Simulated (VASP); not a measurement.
A run of VASP 6.6.1 is set up as follows.

File INCAR:

```
PREC = Accurate ; ENCUT = 520
EDIFF = 1E-6 ; ISMEAR = 0
SIGMA = 0.01 ; LREAL = False
LASPH = True ; NELM = 80
ALGO = Normal ; ISIF = 2
LWAVE = False ; LCHARG = False
GGA = PS ; NBANDS = 17
```

Contents of KPOINTS:

```
Automatic mesh
0
Gamma
  10 10 10
```

POSCAR

```
PbS
1.0
    0.0000000000      2.9514058993      2.9514058993
    2.9514058993      0.0000000000      2.9514058993
    2.9514058993      2.9514058993      0.0000000000
Pb S
1 1
Direct
    0.0000000000      0.0000000000      0.0000000000
    0.5000000000      0.5000000000      0.5000000000
```

Potentials or basis: VASP PAW PBE potentials, release 64 (Pb_d, S).

The run is started by

```bash
$ cat potpaw_PBE.64/Pb_d/POTCAR potpaw_PBE.64/S/POTCAR > POTCAR
$ mpirun -np 1 vasp_std > vasp.out
```

(1) Predict the pressure.

(2) Predict the band gap on the k mesh.

Results:

(1) 0.0 GPa.

(2) 0.20 eV.

Caveat: the PAW data sets were made with another functional, which shifts forces and pressure a little; spin-orbit coupling is left out, which moves the levels of the heavy elements.
